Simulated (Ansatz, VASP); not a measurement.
Zn3Pd: VASP beside Ansatz

```
Zn Pd
1.0
    -1.82512    1.82512    3.95745
     1.82512   -1.82512    3.95745
     1.82512    1.82512   -3.95745
Zn Pd
3 1
Direct
  0.75000 0.25000 0.50000
  0.25000 0.75000 0.50000
  0.50000 0.50000 0.00000
  0.00000 0.00000 0.00000
```

Alike in both runs: functional LDA; k mesh 16 × 16 × 16; occupations gaussian, width 0.1 eV; no spin polarisation.

Ansatz relaxed the structure, and its values are those at the end. VASP's run is a single point on that final structure, the one shown.

```csv
,VASP,Ansatz
version,VASP 6.6.1,Ansatz 0.2.0
potentials or method,"VASP PAW LDA potentials, release 64 (Zn, Pd), cutoff 520 eV","scalar-relativistic, plane waves, PAW"
valence electrons in the cell,46,54
```

|  | VASP | Ansatz | Ansatz less VASP |
| --- | --- | --- | --- |
| gap on the k mesh at the Fermi level (eV) | none | none | - |
| pressure (GPa) | 1.0 | 0.0 | -0.97 |

LDA's correlation is that of Perdew and Zunger in VASP and of Perdew and Wang (1992) in Ansatz. A gap of «none» marks a metal or a gap that the smearing closes. VASP's potentials hold 46 valence electrons a cell and Ansatz's 54, so a difference there can come from the potentials and not from the codes.
